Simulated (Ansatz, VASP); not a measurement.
Two plane-wave programs on Be

The input INCAR:

```
PREC = Accurate
ENCUT = 520
EDIFF = 1E-7
ISMEAR = 0
SIGMA = 0.1
LREAL = F
LASPH = T
NELM = 80
ALGO = Normal
ISIF = 2
LWAVE = F
LCHARG = F
GGA = PE
NBANDS = 9
```

Contents of KPOINTS:

```
Automatic mesh
0
Gamma
  21 21 12
```

Contents of POSCAR:

```
Be
1.0
    2.3677971939      0.0000000000      0.0000000000
   -1.1838985970      2.0505725209      0.0000000000
    0.0000000000      0.0000000000      3.6538332300
Be
2
Direct
    0.3333333333      0.6666666667      0.2500000000
    0.6666666667      0.3333333333      0.7500000000
```

Input for Ansatz:

```yaml
crystal:
  lattice:
    - [2.3677971939, 0.0, 0.0]
    - [-1.183898597, 2.0505725209, 0.0]
    - [0.0, 0.0, 3.65383323]
  atoms:
    - { symbol: Be, position: [0.3333333333, 0.6666666667, 0.25] }
    - { symbol: Be, position: [0.6666666667, 0.3333333333, 0.75] }
basis:
  ecutwfc: 420
kpoints:
  mp_grid: { grid: [21, 21, 12] }
hamiltonian:
  xc: pbe
scf:
  occupations: { method: gaussian, width: 0.1 }
output:
  forces: true
  stress: true
  eigenvalues: true
  populations: true
```

Alike in both runs: task single point; functional PBE; k mesh 21 × 21 × 12; occupations gaussian, width 0.1 eV; no spin polarisation.

|  | VASP | Ansatz |
| --- | --- | --- |
| version | VASP 6.6.1 | Ansatz 0.2.0 |
| potentials or method | VASP PAW PBE potentials, release 64 (Be), cutoff 520 eV | scalar-relativistic, plane waves, PAW |
| valence electrons in the cell | 4 | 4 |

Ansatz gave:

| Item | Value |
| --- | --- |
| gap on the k mesh at the Fermi level (eV) | none |
| pressure (GPa) | -11.5 |
| traceless stress, the component that is largest in VASP (GPa) | 2.54 |

**Question.** Which values does VASP return?

**Answer.** gap on the k mesh at the Fermi level (eV): none; pressure (GPa): -11.4; traceless stress, the component that is largest in VASP (GPa): 2.56.

A gap of «none» marks a metal or a gap that the smearing closes.
